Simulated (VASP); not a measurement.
# Mg (P6_3/mmc) in VASP: single point with PBE

Aim: the single point of Mg with PBE.

All numbers are computed with VASP 6.6.1; they aren't measurements. Logs are shortened: lines on timing, memory, paths and dates and some standing lists are left out, and cuts for length are marked.

**1. The cell of the first run**

Symmetry: P6_3/mmc, No. 194, hexagonal system. Conventional cell: a = 3.209 Å, b = 3.209 Å, c = 5.146 Å, α = 90.00°, β = 90.00°, γ = 120.00°. Mg (site symmetry -6m2) has 12 Mg at 3.17 to 3.21 Å within 4.2 Å.

**2. Single point, PBE**

Contents of INCAR:

```
SYSTEM = Mg
  PREC = Accurate
  ENCUT = 520
  EDIFF = 1E-7
  ISMEAR = 0
  SIGMA = 0.1
  LREAL = .False.
  LASPH = .True.
  NELM = 100
  ALGO = Normal
  ISIF = 2
  LWAVE = .False.
  LCHARG = .True.
  GGA = PE
  LELF = .True.
  LVHAR = .True.
  NBANDS = 9
```

Contents of KPOINTS:

```
regular mesh
0
Gamma
  18 18 8
  0 0 0
```

Contents of POSCAR:

```
Mg
1.0
    3.2088450313     -0.0000000029      0.0000000000
   -1.6044225131      2.7789413153      0.0000000000
    0.0000000000      0.0000000000      5.1459161965
Mg
2
Direct
    0.3333333333      0.6666666667      0.2500000000
    0.6666666667      0.3333333333      0.7500000000
```

Potentials or basis: VASP PAW PBE potentials, release 64 (Mg).

The run is started by

```
cat potpaw_PBE.64/Mg/POTCAR > POTCAR
mpirun -np 1 vasp_std > vasp.out
```

OUTCAR:

```text
SYSTEM = Mg
   PREC = Accurate
   ENCUT = 520
   EDIFF = 1E-7
   ISMEAR = 0
   LREAL = .False.
   LASPH = .True.
   NELM = 100
   ISIF = 2
   GGA = PE

 ion  position               nearest neighbor table
   1  0.333  0.667  0.250-   2 3.17   2 3.17   2 3.17   2 3.17   2 3.17   2 3.17
   2  0.667  0.333  0.750-   1 3.17   1 3.17   1 3.17   1 3.17   1 3.17   1 3.17

  LATTYP: Found a hexagonal cell.
 ALAT       =     3.2088450313
 C/A-ratio  =     1.6036661622

  Lattice vectors:

 A1 = (   3.2088450313,  -0.0000000029,   0.0000000000)
 A2 = (  -1.6044225131,   2.7789413153,   0.0000000000)
 A3 = (   0.0000000000,   0.0000000000,   5.1459161965)

Analysis of symmetry for initial positions (statically):
=====================================================================
 Subroutine PRICEL returns:
 Original cell was already a primitive cell.

 Routine SETGRP: Setting up the symmetry group for a
 hexagonal supercell.

 Subroutine GETGRP returns: Found 24 space group operations
 (whereof 12 operations were pure point group operations)
 out of a pool of 24 trial point group operations.

The static configuration has the point symmetry D_3d.
 The point group associated with its full space group is D_6h.

Analysis of symmetry for dynamics (positions and initial velocities):
=====================================================================
 Subroutine PRICEL returns:
 Original cell was already a primitive cell.

 Routine SETGRP: Setting up the symmetry group for a
 hexagonal supercell.

 Subroutine GETGRP returns: Found 24 space group operations
 (whereof 12 operations were pure point group operations)
 out of a pool of 24 trial point group operations.

The dynamic configuration has the point symmetry D_3d.
 The point group associated with its full space group is D_6h.

 Subroutine INISYM returns: Found 24 space group operations
 (whereof 12 operations are pure point group operations),
 and found     1 'primitive' translations

----------------------------------------------------------------------------------------

                                     Primitive cell

  volume of cell :      45.8871

  direct lattice vectors                    reciprocal lattice vectors
     3.208845031 -0.000000003  0.000000000     0.311638609  0.179924634  0.000000000
    -1.604422513  2.778941315  0.000000000     0.000000000  0.359849269  0.000000000
     0.000000000  0.000000000  5.145916196     0.000000000  0.000000000  0.194328855

  length of vectors
     3.208845031  3.208845031  5.145916196     0.359849269  0.359849269  0.194328855

  position of ions in fractional coordinates (direct lattice)
     0.333333333  0.666666667  0.250000000
     0.666666667  0.333333333  0.750000000

  ion indices of the primitive-cell ions
   primitive index   ion index
                 1           1
                 2           2

----------------------------------------------------------------------------------------

 KPOINTS: regular mesh

Automatic generation of k-mesh.
 Grid dimensions read from file:
 generate k-points for:   18   18    8

 Generating k-lattice:

  Cartesian coordinates                     Fractional coordinates (reciprocal lattice)
     0.017313256  0.009995813  0.000000000     0.055555556  0.000000000  0.000000000
     0.000000000  0.019991626  0.000000000     0.000000000  0.055555556  0.000000000
     0.000000000  0.000000000  0.024291107     0.000000000  0.000000000  0.125000000

  Length of vectors
     0.019991626  0.019991626  0.024291107

  Shift w.r.t. Gamma in fractional coordinates (k-lattice)
     0.000000000  0.000000000  0.000000000

 Subroutine IBZKPT returns following result:
 ===========================================

 Found    185 irreducible k-points:

 Following reciprocal coordinates:
            Coordinates               Weight
  0.000000  0.000000  0.000000      1.000000
  0.055556 -0.000000  0.000000      6.000000
  0.111111 -0.000000  0.000000      6.000000
  0.166667 -0.000000  0.000000      6.000000
  0.222222 -0.000000  0.000000      6.000000
  0.277778 -0.000000  0.000000      6.000000
[... 16 lines left out ...]
  0.333333  0.111111  0.000000     12.000000
  0.388889  0.111111  0.000000     12.000000
 [... further k-points ...]
   k-points           NKPTS =    185   k-points in BZ     NKDIM =    185   number of bands    NBANDS=      9
   number of dos      NEDOS =    301   number of ions     NIONS =      2
   total plane-waves  NPLWV =  23040
   dimension x,y,z NGX =    24 NGY =   24 NGZ =   40
   dimension x,y,z NGXF=    48 NGYF=   48 NGZF=   80
   ions per type =               2
   NGX,Y,Z   is equivalent  to a cutoff of  12.43, 12.43, 12.92 a.u.
   NGXF,Y,Z  is equivalent  to a cutoff of  24.87, 24.87, 25.85 a.u.
 SYSTEM =  Mg
   PREC   = accura    normal or accurate (medium, high low for compatibility)
   ISTART =      0    job   : 0-new  1-cont  2-samecut
   ICHARG =      2    charge: 1-file 2-atom 10-const
   ISPIN  =      1    spin polarized calculation?
   LNONCOLLINEAR =      F non collinear calculations
   LSORBIT =      F    spin-orbit coupling
   LASPH  =      T    aspherical Exc in radial PAW
   ENCUT  =  520.0 eV  38.22 Ry    6.18 a.u.   5.97  5.97  9.57*2*pi/ulx,y,z
   NELM   =    100;   NELMIN=  2; NELMDL= -5     # of ELM steps
   EDIFF  = 0.1E-06   stopping-criterion for ELM
   LREAL  =      F    real-space projection
   EDIFFG = 0.1E-05   stopping-criterion for IOM
   NSW    =      0    number of steps for IOM
   IBRION =     -1    ionic relax: 0-MD 1-quasi-New 2-CG
   NFREE  =      0    steps in history (QN), initial steepest desc. (CG)
   ISIF   =      2    stress and relaxation
   ISYM   =      2    0-nonsym 1-usesym 2-fastsym
   POTIM  = 0.5000    time-step for ionic-motion
   TEBEG  =    0.0;   TEEND  =   0.0 temperature during run
   PSTRESS=    0.0 pullay stress
   NELECT =       4.0000    total number of electrons
   NUPDOWN=      -1.0000    fix difference up-down
   EMIN   =  10.00;   EMAX   =-10.00  energy-range for DOS
   EFERMI =   0.00;   METHOD = LEGACY
   ISMEAR =     0;   SIGMA  =   0.10  broadening in eV -4-tet -1-fermi 0-gaus
   EFERMI_NEDOS =   21; number of points for ismear=-14 and -15
   IALGO  =     38    algorithm
   IMIX   =      4    mixing-type and parameters
     AMIX     =   0.40;   BMIX     =  1.00
     AMIX_MAG =   1.60;   BMIX_MAG =  1.00
  volume/ion in A,a.u.               =      22.94       154.83
  Fermi-wavevector in a.u.,A,eV,Ry     =   0.725880  1.371713  7.168925  0.526901
  Thomas-Fermi vector in A             =   1.816712
   LORBIT       =      0    0 simple, 1 ext, 2 COOP (PROOUT), +10 PAW based schemes
   GGA     = PE    functional components
   LHFCALC =     F    Hartree Fock is set to
   AEXX    =    0.0000 exact exchange contribution
   IVDW    =     0    specifies the selected vdW correction
   LEPSILON=     F    determine dielectric tensor
   LRPA    =     F    only Hartree local field effects (RPA)
 non-spin polarized calculation
 Gauss-broadening in eV      SIGMA  =   0.10
  energy-cutoff  :      520.00
  volume of cell :       45.89
 maximum number of plane-waves:      1260
 NGX is ok and might be reduce to    24
   NGX = 11   NGY = 11   NGZ = 19

 number of electron       4.0000000 magnetization

 Free energy of the ion-electron system (eV)
  ---------------------------------------------------
  ext. energy  EPLUGINS =         0.00000000
  ---------------------------------------------------
  free energy    TOTEN  =        -3.01589839 eV

  energy without entropy =       -3.01129214  energy(sigma->0) =       -3.01359526

 E-fermi :   2.6462     XC(G=0):  -8.4928

 val. band max:        2.6395866545   @ k =   0.3889   0.1111   0.3750
 cond. band min:       2.6579615001   @ k =   0.2778   0.1667   0.1250
 fundamental gap:      0.0183748456
 Fermi energy:         2.6461668470

 k-point     1 :       0.0000    0.0000    0.0000
  band No.  band energies     occupation
      1      -4.2977      2.00000
      2       1.0162      2.00000
      3       1.5094      2.00000
      4      13.4491      0.00000
      5      13.4491      0.00000
      6      13.5344      0.00000
      7      13.5344      0.00000
      8      14.5242      0.00000
      9      15.9328      0.00000

 k-point     2 :       0.0556   -0.0000    0.0000
  band No.  band energies     occupation
      1      -4.2374      2.00000
      2       1.0712      2.00000
      3       1.5680      2.00000
      4      12.0318      0.00000
      5      12.6318      0.00000
      6      13.4256      0.00000
      7      14.4405      0.00000
      8      15.2117      0.00000
      9      16.6145      0.00000

 k-point     3 :       0.1111   -0.0000    0.0000
  band No.  band energies     occupation
      1      -4.0567      2.00000
      2       1.2363      2.00000
      3       1.7428      2.00000
      4      10.3364      0.00000
      5      11.8722      0.00000
      6      12.6852      0.00000
      7      15.0852      0.00000
      8      15.4170      0.00000
      9      15.4235      0.00000

 k-point     4 :       0.1667   -0.0000    0.0000
  band No.  band energies     occupation
      1      -3.7563      2.00000
      2       1.5115      2.00000
      3       2.0305      2.00000
      4       8.6789      0.00000
      5      11.2137      0.00000
      6      11.8743      0.00000
      7      13.4490      0.00000
      8      14.4448      0.00000
      9      15.9047      0.00000

 k-point     5 :       0.2222   -0.0000    0.0000
  band No.  band energies     occupation
      1      -3.3374      2.00000
      2       1.8971      2.00000
      3       2.4232      1.99839
      4       7.1081      0.00000
      5      10.6571      0.00000
      6      11.0410      0.00000
      7      11.8731      0.00000
      8      13.3273      0.00000
      9      15.2270      0.00000

 k-point     6 :       0.2778   -0.0000    0.0000
  band No.  band energies     occupation
      1      -2.8014      2.00000
      2       2.3933      1.99965
      3       2.8953      0.00043
      4       5.6592      0.00000
      5      10.1539      0.00000
      6      10.2025      0.00000
      7      10.3876      0.00000
      8      12.3718      0.00000
      9      14.7173      0.00000
[... 169 lines left out ...]
 k-point    21 :       0.2222    0.1111    0.0000
  band No.  band energies     occupation
      1      -2.6234      2.00000
      2       2.5587      1.78364
      3       3.0540      0.00000
      4       5.8074      0.00000
      5       7.7391      0.00000
      6      10.5281      0.00000
      7      11.3361      0.00000
      8      12.6283      0.00000
      9      13.4364      0.00000

 k-point    22 :       0.2778    0.1111    0.0000
  band No.  band energies     occupation
      1      -1.9737      2.00000
      2       3.1656      0.00000
      3       3.4226      0.00000
      4       4.6572      0.00000
      5       7.3174      0.00000
      6       9.1607      0.00000
      7      10.1538      0.00000
      8      12.2155      0.00000
      9      13.1098      0.00000

 k-point    23 :       0.3333    0.1111    0.0000
  band No.  band energies     occupation
      1      -1.2118      2.00000
      2       2.7983      0.03145
      3       3.8824      0.00000
      4       4.6819      0.00000
      5       6.9661      0.00000
      6       7.8928      0.00000
      7       9.0898      0.00000
      8      11.9253      0.00000
      9      12.8693      0.00000

 k-point    24 :       0.3889    0.1111    0.0000
  band No.  band energies     occupation
      1      -0.3411      2.00000
      2       1.6973      2.00000
      3       4.7051      0.00000
      4       5.3368      0.00000
      5       6.6023      0.00000
      6       6.7374      0.00000
      7       8.2734      0.00000
      8      11.7523      0.00000
      9      12.7228      0.00000

 [... further k-points ...]

------------------------ aborting loop because EDIFF is reached ----------------------------------------

  FORCE on cell =-STRESS in cart. coord.  units (eV):
  Direction    XX          YY          ZZ          XY          YZ          ZX
  --------------------------------------------------------------------------------------
  -------------------------------------------------------------------------------------
  Total       -0.0384585     -0.0384585     -0.0429535     -0.0000000     -0.0000000      0.0000000
  in kB       -1.3428034     -1.3428034     -1.4997471     -0.0000000     -0.0000000      0.0000000
  external PRESSURE =      -1.3951180 kB  Pullay stress =       0.0000000 kB

 VOLUME and BASIS-vectors are now :
 -----------------------------------------------------------------------------
  energy-cutoff  :      520.00
  volume of cell :       45.89
      direct lattice vectors                 reciprocal lattice vectors
     3.208845031 -0.000000003  0.000000000     0.311638609  0.179924634  0.000000000
    -1.604422513  2.778941315  0.000000000     0.000000000  0.359849269  0.000000000
     0.000000000  0.000000000  5.145916196     0.000000000  0.000000000  0.194328855

 POSITION                                       TOTAL-FORCE (eV/Angst)
 -----------------------------------------------------------------------------------
      0.00000      1.85263      1.28648         0.000000      0.000000      0.000000
      1.60442      0.92631      3.85944        -0.000000      0.000000      0.000000
 -----------------------------------------------------------------------------------
    total drift:                                0.000000     -0.000000      0.000000

  FREE ENERGIE OF THE ION-ELECTRON SYSTEM (eV)
  ---------------------------------------------------
  free  energy   TOTEN  =        -3.0158983877 eV

  energy  without entropy=       -3.0112921409  energy(sigma->0) =       -3.01359526
```

Run time: 51 s. Hardware: 1 thread of AMD EPYC 7R43 (Zen 3), shared host; peak memory 0.18 GiB.

Results:

| Item | Value |
| --- | --- |
| Free energy | -3.0159 eV |
| Pressure | -0.1 GPa |
| Band gap on the k mesh | zero (band 2 reaches 3.66 eV, above the bottom of band 3 at 1.51 eV) |

Levels at points of the mesh, in eV from the Fermi level:
| k point | band 1 | band 2 | band 3 | band 4 | band 5 |
| --- | --- | --- | --- | --- | --- |
| (0.00, 0.00, 0.00) | -6.94 | -1.63 | -1.14 | 10.80 | 10.80 |
| (0.50, 0.00, 0.00) | -2.19 | -2.18 | 2.67 | 3.04 | 3.36 |
| (0.00, 0.00, 0.50) | -5.53 | -5.53 | 5.21 | 5.21 | 11.56 |
| (0.50, 0.00, 0.50) | -1.12 | -1.12 | -0.47 | -0.47 | 7.94 |
